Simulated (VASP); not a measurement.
Here is a VASP 6.6.1 calculation.

POSCAR

```
BeTe
1.0
    0.0000000000      2.8286228801      2.8286228801
    2.8286228801      0.0000000000      2.8286228801
    2.8286228801      2.8286228801      0.0000000000
Be Te
1 1
Direct
    0.0000000000      0.0000000000      0.0000000000
    0.2500000000      0.2500000000      0.2500000000
```

INCAR.step1

```
  PREC = Accurate
  ENCUT = 520
  EDIFF = 1E-5
  ISMEAR = 0
  SIGMA = 0.01
  LREAL = F
  LASPH = T
  NELM = 100
  ALGO = Normal
  ISIF = 2
  LWAVE = T
  NBANDS = 11
  GGA = PE
```

INCAR.step2

```
  PREC = Accurate
  ENCUT = 520
  EDIFF = 1E-6
  ISMEAR = 0
  SIGMA = 0.01
  LREAL = F
  LASPH = T
  NELM = 100
  ALGO = Normal
  ISIF = 2
  LWAVE = F
  LCHARG = T
  GGA = PE
  LHFCALC = T
  AEXX = 0.2
  HFSCREEN = 0.3
  PRECFOCK = Normal
  LELF = T
  LVHAR = T
  NBANDS = 11
  ISTART = 1
```

Contents of KPOINTS:

```
regular mesh
0
Gamma
  4 4 4
```

Potentials or basis: VASP PAW PBE potentials, release 64 (Be, Te).

Run with:

```sh
$ cat potpaw_PBE.64/Be/POTCAR potpaw_PBE.64/Te/POTCAR > POTCAR
$ cp INCAR.step1 INCAR
$ mpirun -np 1 vasp_std > vasp.out
$ cp INCAR.step2 INCAR
$ mpirun -np 1 vasp_std > vasp.out
```

(1) Predict the pressure.

(2) Predict the band gap on the k mesh.

Results:

(1) -0.2 GPa.

(2) 2.41 eV, indirect (least direct gap 4.16 eV).

Caveat: the k points lie up to 0.48 Å⁻¹ apart; the PAW data sets were made with another functional, which shifts forces and pressure a little; spin-orbit coupling is left out, which moves the levels of the heavy elements.
